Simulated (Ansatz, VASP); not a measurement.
**Two plane-wave programs on Au**

The input INCAR:

```
SYSTEM = Au
  ALGO = Normal
  EDIFF = 1E-7
  ENCUT = 520
  GGA = PS
  ISIF = 2
  ISMEAR = 0
  LASPH = .True.
  LCHARG = .True.
  LELF = .True.
  LREAL = .False.
  LVHAR = .True.
  LWAVE = .False.
  NBANDS = 12
  NELM = 60
  PREC = Accurate
  SIGMA = 0.1
```

File KPOINTS:

```
k-points
0
Gamma
  8 8 8
  0 0 0
```

POSCAR

```
Au
1.0
    0.0000000000      2.0856442657      2.0856442657
    2.0856442657      0.0000000000      2.0856442657
    2.0856442657      2.0856442657      0.0000000000
Au
1
Direct
    0.0000000000      0.0000000000      0.0000000000
```

Input for Ansatz:

```yaml
crystal:
  lattice:
    - [0.0, 2.0856442657, 2.0856442657]
    - [2.0856442657, 0.0, 2.0856442657]
    - [2.0856442657, 2.0856442657, 0.0]
  atoms:
    - { symbol: Au, position: [0.0, 0.0, 0.0] }
basis:
  ecutwfc: 420
kpoints:
  mp_grid: { grid: [8, 8, 8] }
hamiltonian:
  xc: pbesol
scf:
  occupations: { method: gaussian, width: 0.1 }
  lower_state_search: "off"
output:
  forces: true
  stress: true
  eigenvalues: true
```

Alike in both runs: task single point; functional PBEsol; k mesh 8 × 8 × 8; occupations gaussian, width 0.1 eV; no spin polarisation.

```csv
,VASP,Ansatz
version,VASP 6.6.1,Ansatz 0.2.0
potentials or method,"VASP PAW PBE potentials, release 64 (Au), cutoff 520 eV","scalar-relativistic, plane waves, PAW"
valence electrons in the cell,11,19
```

VASP gave:

| Quantity | Value |
| --- | --- |
| gap on the k mesh at the Fermi level (eV) | none |
| pressure (GPa) | -8.8 |

What did Ansatz give for the same quantities?

gap on the k mesh at the Fermi level (eV): none; pressure (GPa): -8.6.

VASP's potentials were made for PBE, not for PBEsol. A gap of «none» marks a metal or a gap that the smearing closes. VASP's potentials hold 11 valence electrons a cell and Ansatz's 19, so a difference there can come from the potentials and not from the codes.

Spin-orbit coupling is off throughout.
